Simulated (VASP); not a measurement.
# BN (R3m) in VASP: a series of runs

Aim: see how the results for BN move with the level of theory and the settings. Levels: BLYP, PBEsol, LDA. Tasks: single point.

All numbers are computed with VASP 6.6.1; they aren't measurements. Logs are shortened: lines on timing, memory, paths and dates and some standing lists are left out, and cuts for length are marked.

### 1 The cell of the first run

Symmetry: R3m, No. 160, trigonal system. Conventional cell: a = 2.502 Å, b = 2.502 Å, c = 10.119 Å, α = 90.00°, β = 90.00°, γ = 120.00°. B (site symmetry 3m) has 3 N at 1.44 Å within 1.9 Å. N (site symmetry 3m) has 3 B at 1.44 Å within 1.9 Å.

### 2 Single point, BLYP

File INCAR:

```
  AGGAC = 1.0
  AGGAX = 1.0
  ALDAC = 0.0
  ALDAX = 1.0
  ALGO = Normal
  EDIFF = 1E-7
  ENCUT = 520
  GGA = B5
  ISIF = 2
  ISMEAR = -1
  LASPH = T
  LCHARG = T
  LELF = T
  LREAL = F
  LVHAR = T
  LWAVE = F
  NBANDS = 11
  NELM = 80
  PREC = Accurate
  SIGMA = 0.1
```

File KPOINTS:

```
k-points
0
Gamma
  10 10 10
```

File POSCAR:

```
BN
1.0
    1.2511217800      0.7223355000      3.3729344000
   -1.2511217800      0.7223355000      3.3729344000
    0.0000000000     -1.4446710000      3.3729344000
B N
1 1
Direct
    0.9996712000      0.9996712000      0.9996712000
    0.3327618000      0.3327618000      0.3327618000
```

Potentials or basis: VASP PAW PBE potentials, release 64 (B, N).

On the command line:

```bash
> cat potpaw_PBE.64/B/POTCAR potpaw_PBE.64/N/POTCAR > POTCAR
> mpirun -np 1 vasp_std > vasp.out
```

OUTCAR:

```text
EDIFF = 1E-7
   ENCUT = 520
   GGA = B5
   ISIF = 2
   ISMEAR = -1
   LASPH = T
   LREAL = F
   NELM = 80
   PREC = Accurate

 ion  position               nearest neighbor table
   1  1.000  1.000  1.000-   2 1.44   2 1.44   2 1.44
   2  0.333  0.333  0.333-   1 1.44   1 1.44   1 1.44

  LATTYP: Found a trigonal (rhomboedric) cell.
 ALAT       =     3.6692997629
 COS(alpha) =     0.7674786788

  Lattice vectors:

 A1 = (   1.2511217800,   0.7223355000,   3.3729344000)
 A2 = (  -1.2511217800,   0.7223355000,   3.3729344000)
 A3 = (   0.0000000000,  -1.4446710000,   3.3729344000)

Analysis of symmetry for initial positions (statically):
=====================================================================
 Subroutine PRICEL returns:
 Original cell was already a primitive cell.

 Routine SETGRP: Setting up the symmetry group for a
 trigonal (rhombohedral) supercell.

 Subroutine GETGRP returns: Found  6 space group operations
 (whereof  6 operations were pure point group operations)
 out of a pool of 12 trial point group operations.

The static configuration has the point symmetry C_3v.

Analysis of symmetry for dynamics (positions and initial velocities):
=====================================================================
 Subroutine PRICEL returns:
 Original cell was already a primitive cell.

 Routine SETGRP: Setting up the symmetry group for a
 trigonal (rhombohedral) supercell.

 Subroutine GETGRP returns: Found  6 space group operations
 (whereof  6 operations were pure point group operations)
 out of a pool of 12 trial point group operations.

The dynamic configuration has the point symmetry C_3v.

 Subroutine INISYM returns: Found  6 space group operations
 (whereof  6 operations are pure point group operations),
 and found     1 'primitive' translations

----------------------------------------------------------------------------------------

                                     Primitive cell

  volume of cell :      18.2893

  direct lattice vectors                    reciprocal lattice vectors
     1.251121780  0.722335500  3.372934400     0.399641352  0.230733041  0.098825916
    -1.251121780  0.722335500  3.372934400    -0.399641352  0.230733041  0.098825916
     0.000000000 -1.444671000  3.372934400     0.000000000 -0.461466082  0.098825916

  length of vectors
     3.669299763  3.669299763  3.669299765     0.471929559  0.471929559  0.471929557

  position of ions in fractional coordinates (direct lattice)
     0.999671200  0.999671200  0.999671200
     0.332761800  0.332761800  0.332761800

  ion indices of the primitive-cell ions
   primitive index   ion index
                 1           1
                 2           2

----------------------------------------------------------------------------------------

 KPOINTS: k-points

Automatic generation of k-mesh.
 Grid dimensions read from file:
 generate k-points for:   10   10   10

 Generating k-lattice:

  Cartesian coordinates                     Fractional coordinates (reciprocal lattice)
     0.039964135  0.023073304  0.009882592     0.100000000 -0.000000000  0.000000000
    -0.039964135  0.023073304  0.009882592    -0.000000000  0.100000000  0.000000000
     0.000000000 -0.046146608  0.009882592     0.000000000  0.000000000  0.100000000

  Length of vectors
     0.047192956  0.047192956  0.047192956

  Shift w.r.t. Gamma in fractional coordinates (k-lattice)
     0.000000000  0.000000000  0.000000000

 Subroutine IBZKPT returns following result:
 ===========================================

 Found    116 irreducible k-points:

 Following reciprocal coordinates:
            Coordinates               Weight
  0.000000  0.000000  0.000000      1.000000
  0.100000  0.000000  0.000000      6.000000
  0.200000  0.000000  0.000000      6.000000
  0.300000  0.000000  0.000000      6.000000
  0.400000  0.000000  0.000000      6.000000
  0.500000  0.000000  0.000000      3.000000
[... 16 lines left out ...]
  0.300000  0.300000  0.000000      6.000000
  0.400000  0.300000 -0.000000     12.000000
 [... further k-points ...]
   k-points           NKPTS =    116   k-points in BZ     NKDIM =    116   number of bands    NBANDS=     11
   number of dos      NEDOS =    301   number of ions     NIONS =      2
   total plane-waves  NPLWV =  21952
   dimension x,y,z NGX =    28 NGY =   28 NGZ =   28
   dimension x,y,z NGXF=    56 NGYF=   56 NGZF=   56
   ions per type =               1   1
   NGX,Y,Z   is equivalent  to a cutoff of  12.69, 12.69, 12.69 a.u.
   NGXF,Y,Z  is equivalent  to a cutoff of  25.37, 25.37, 25.37 a.u.
 SYSTEM =  unknown system
   PREC   = accura    normal or accurate (medium, high low for compatibility)
   ISTART =      0    job   : 0-new  1-cont  2-samecut
   ICHARG =      2    charge: 1-file 2-atom 10-const
   ISPIN  =      1    spin polarized calculation?
   LNONCOLLINEAR =      F non collinear calculations
   LSORBIT =      F    spin-orbit coupling
   LASPH  =      T    aspherical Exc in radial PAW
   ENCUT  =  520.0 eV  38.22 Ry    6.18 a.u.   6.82  6.82  6.82*2*pi/ulx,y,z
   NELM   =     80;   NELMIN=  2; NELMDL= -5     # of ELM steps
   EDIFF  = 0.1E-06   stopping-criterion for ELM
   LREAL  =      F    real-space projection
   EDIFFG = 0.1E-05   stopping-criterion for IOM
   NSW    =      0    number of steps for IOM
   IBRION =     -1    ionic relax: 0-MD 1-quasi-New 2-CG
   NFREE  =      0    steps in history (QN), initial steepest desc. (CG)
   ISIF   =      2    stress and relaxation
   ISYM   =      2    0-nonsym 1-usesym 2-fastsym
   POTIM  = 0.5000    time-step for ionic-motion
   TEBEG  =    0.0;   TEEND  =   0.0 temperature during run
   PSTRESS=    0.0 pullay stress
   NELECT =       8.0000    total number of electrons
   NUPDOWN=      -1.0000    fix difference up-down
   EMIN   =  10.00;   EMAX   =-10.00  energy-range for DOS
   EFERMI =   0.00;   METHOD = LEGACY
   ISMEAR =    -1;   SIGMA  =   0.10  broadening in eV -4-tet -1-fermi 0-gaus
   EFERMI_NEDOS =   21; number of points for ismear=-14 and -15
   IALGO  =     38    algorithm
   IMIX   =      4    mixing-type and parameters
     AMIX     =   0.40;   BMIX     =  1.00
     AMIX_MAG =   1.60;   BMIX_MAG =  1.00
  volume/ion in A,a.u.               =       9.14        61.71
  Fermi-wavevector in a.u.,A,eV,Ry     =   1.242717  2.348395 21.012099  1.544346
  Thomas-Fermi vector in A             =   2.377059
   LORBIT       =      0    0 simple, 1 ext, 2 COOP (PROOUT), +10 PAW based schemes
   GGA     = B5    functional components
   LHFCALC =     F    Hartree Fock is set to
   AEXX    =    0.0000 exact exchange contribution
   IVDW    =     0    specifies the selected vdW correction
   LEPSILON=     F    determine dielectric tensor
   LRPA    =     F    only Hartree local field effects (RPA)
 non-spin polarized calculation
  energy-cutoff  :      520.00
  volume of cell :       18.29
 maximum number of plane-waves:       517
   NGX = 13   NGY = 13   NGZ = 13

 number of electron       8.0000000 magnetization

 Free energy of the ion-electron system (eV)
  ---------------------------------------------------
  ext. energy  EPLUGINS =         0.00000000
  ---------------------------------------------------
  free energy    TOTEN  =       -16.82442077 eV

  energy without entropy =      -16.82442077  energy(sigma->0) =      -16.82442077

 E-fermi :   4.5885     XC(G=0):  -9.5045

 val. band max:        2.5282894272   @ k =  -0.3000   0.3000   0.0000
 cond. band min:       6.8475615672   @ k =   0.5000   0.5000   0.0000
 fundamental gap:      4.3192721400
 Fermi energy:         4.5885107725

 k-point     1 :       0.0000    0.0000    0.0000
  band No.  band energies     occupation
      1     -15.1953      2.00000
      2      -1.6391      2.00000
      3       1.1081      2.00000
      4       1.1081      2.00000
      5       7.7130      0.00000
      6      14.2460      0.00000
      7      14.2460      0.00000
      8      15.6060      0.00000
      9      17.3696      0.00000
     10      28.7133      0.00000
     11      30.3894      0.00000

 k-point     2 :       0.1000    0.0000    0.0000
  band No.  band energies     occupation
      1     -14.9990      2.00000
      2      -1.4262      2.00000
      3       0.3320      2.00000
      4       0.7560      2.00000
      5       8.1083      0.00000
      6      14.1687      0.00000
      7      14.9462      0.00000
      8      15.0766      0.00000
      9      17.9455      0.00000
     10      28.0004      0.00000
     11      29.2307      0.00000

 k-point     3 :       0.2000    0.0000    0.0000
  band No.  band energies     occupation
      1     -14.4273      2.00000
      2      -1.5208      2.00000
      3      -0.7918      2.00000
      4      -0.0406      2.00000
      5       9.1171      0.00000
      6      13.2351      0.00000
      7      14.0626      0.00000
      8      17.2598      0.00000
      9      19.2379      0.00000
     10      24.8396      0.00000
     11      27.3598      0.00000

 k-point     4 :       0.3000    0.0000    0.0000
  band No.  band energies     occupation
      1     -13.5479      2.00000
      2      -3.6747      2.00000
      3      -0.8558      2.00000
      4       0.1836      2.00000
      5      10.1422      0.00000
      6      11.4593      0.00000
      7      14.0566      0.00000
      8      20.0844      0.00000
      9      20.1810      0.00000
     10      22.9079      0.00000
     11      25.6909      0.00000
[... 239 lines left out ...]
 k-point    22 :      -0.2000    0.2000    0.0000
  band No.  band energies     occupation
      1     -13.0810      2.00000
      2      -3.9655      2.00000
      3      -2.1958      2.00000
      4       0.9409      2.00000
      5       9.9782      0.00000
      6      11.2406      0.00000
      7      15.8850      0.00000
      8      17.8875      0.00000
      9      19.1352      0.00000
     10      23.6228      0.00000
     11      26.2019      0.00000

 k-point    23 :       0.3000    0.3000    0.0000
  band No.  band energies     occupation
      1     -13.4970      2.00000
      2      -3.6079      2.00000
      3      -0.8945      2.00000
      4      -0.2754      2.00000
      5       9.9115      0.00000
      6      12.0659      0.00000
      7      14.2001      0.00000
      8      20.1164      0.00000
      9      20.7395      0.00000
     10      22.3830      0.00000
     11      28.3677      0.00000

 k-point    24 :       0.4000    0.3000   -0.0000
  band No.  band energies     occupation
      1     -12.8705      2.00000
      2      -4.5623      2.00000
      3      -1.7399      2.00000
      4       0.3873      2.00000
      5       8.9222      0.00000
      6      12.9577      0.00000
      7      14.9815      0.00000
      8      19.8306      0.00000
      9      20.7457      0.00000
     10      23.1569      0.00000
     11      27.1609      0.00000

 [... further k-points ...]
[... 5 lines left out ...]
  --------------------------------------------------------------------------------------
  -------------------------------------------------------------------------------------
  Total        0.7146545      0.7146545      0.4493324      0.0000000      0.0000000     -0.0000000
  in kB       62.6050042     62.6050049     39.3623116      0.0000000      0.0000000     -0.0000000
  external PRESSURE =      54.8574402 kB  Pullay stress =       0.0000000 kB

 VOLUME and BASIS-vectors are now :
 -----------------------------------------------------------------------------
  energy-cutoff  :      520.00
  volume of cell :       18.29
      direct lattice vectors                 reciprocal lattice vectors
     1.251121780  0.722335500  3.372934400     0.399641352  0.230733041  0.098825916
    -1.251121780  0.722335500  3.372934400    -0.399641352  0.230733041  0.098825916
     0.000000000 -1.444671000  3.372934400     0.000000000 -0.461466082  0.098825916

 POSITION                                       TOTAL-FORCE (eV/Angst)
 -----------------------------------------------------------------------------------
      0.00000      0.00000     10.11548         0.000000      0.000000      0.000759
      0.00000      0.00000      3.36715         0.000000      0.000000     -0.000759
 -----------------------------------------------------------------------------------
    total drift:                               -0.000000     -0.000000     -0.000085

  FREE ENERGIE OF THE ION-ELECTRON SYSTEM (eV)
  ---------------------------------------------------
  free  energy   TOTEN  =       -16.8244207730 eV

  energy  without entropy=      -16.8244207729  energy(sigma->0) =      -16.82442077
```

Wall time 47 s (1 thread of Intel Xeon 8259CL, shared host); peak memory 0.16 GiB.

Results:

```
Free energy            : -16.8244 eV
Pressure               : 5.5 GPa
Band gap on the k mesh : 4.32 eV, indirect (least direct gap 4.94 eV)
```

Stress tensor (GPa, compression positive):
```
6.26 0.00 0.00
0.00 6.26 0.00
0.00 0.00 3.94
```

Levels at points of the mesh, in eV from the valence-band top:
| k point | band 1 | band 2 | band 3 | band 4 | band 5 | band 6 | band 7 | band 8 | band 9 |
| --- | --- | --- | --- | --- | --- | --- | --- | --- | --- |
| (0.00, 0.00, 0.00) | -17.72 | -4.17 | -1.42 | -1.42 | 5.18 | 11.72 | 11.72 | 13.08 | 14.84 |
| (0.50, 0.00, 0.00) | -14.58 | -8.90 | -4.15 | -0.62 | 5.31 | 10.04 | 13.11 | 14.99 | 20.01 |
| (0.50, 0.50, 0.00) | -14.51 | -8.78 | -4.21 | -1.19 | 4.32 | 10.05 | 14.25 | 17.53 | 20.22 |
| (0.50, 0.50, 0.50) | -17.46 | -6.12 | -1.44 | -1.44 | 10.10 | 11.65 | 11.65 | 12.32 | 16.28 |

Caveat: the PAW data sets were made with another functional, which shifts forces and pressure a little. A k mesh can miss the band edges.

### 3 Single point, PBEsol

File INCAR:

```
SYSTEM = BN
PREC     = Accurate       ! precision mode
ENCUT    = 520            ! plane-wave cutoff, eV
EDIFF    = 1E-7           ! SCF threshold, eV
ISMEAR   = -1             ! smearing method
SIGMA    = 0.1            ! smearing width, eV
LREAL    = .FALSE.        ! projectors in reciprocal space
LASPH    = .TRUE.         ! aspherical terms in the spheres
NELM     = 60             ! most SCF steps
ALGO     = Normal         ! electronic algorithm
ISIF     = 2              ! what is computed and relaxed
LWAVE    = .FALSE.        ! write WAVECAR
LCHARG   = .FALSE.        ! write CHGCAR
GGA      = PS             ! functional
NBANDS   = 11             ! bands
```

File KPOINTS:

```
Automatic mesh
0
G
  10 10 10
  0 0 0
```

POSCAR is that of step 2.

Potentials or basis: VASP PAW PBE potentials, release 64 (B, N).

On the command line:

```bash
> cat potpaw_PBE.64/B/POTCAR potpaw_PBE.64/N/POTCAR > POTCAR
> mpirun -np 1 vasp_std > vasp.out
```

Wall time 42 s (1 thread of Intel Xeon 8259CL, shared host); peak memory 0.16 GiB.

Results (log left out):

* Free energy: -18.2846 eV
* Pressure: 1.0 GPa
* Band gap on the k mesh: 4.14 eV, indirect (least direct gap 4.83 eV)

Forces on the atoms (eV/Å):
```
B    0.000  0.000 -0.003
N    0.000  0.000  0.003
```

Stress tensor (GPa, compression positive):
```
1.37 0.00 0.00
0.00 1.37 0.00
0.00 0.00 0.33
```

Levels at points of the mesh, in eV from the valence-band top:
```csv
k point,band 2,band 3,band 4,band 5,band 6,band 7
"(0.00, 0.00, 0.00)",-4.24,-1.30,-1.30,4.93,11.61,11.61
"(0.50, 0.00, 0.00)",-8.98,-4.10,-0.64,5.18,9.82,12.83
"(0.50, 0.50, 0.00)",-8.85,-4.15,-1.22,4.14,9.81,14.02
"(0.50, 0.50, 0.50)",-6.24,-1.31,-1.31,9.94,11.53,11.53
```

Caveat: the PAW data sets were made with another functional, which shifts forces and pressure a little. PBEsol gaps usually lie below the measured ones, often by a third to a half.

(Continued in part 2 of 2.)
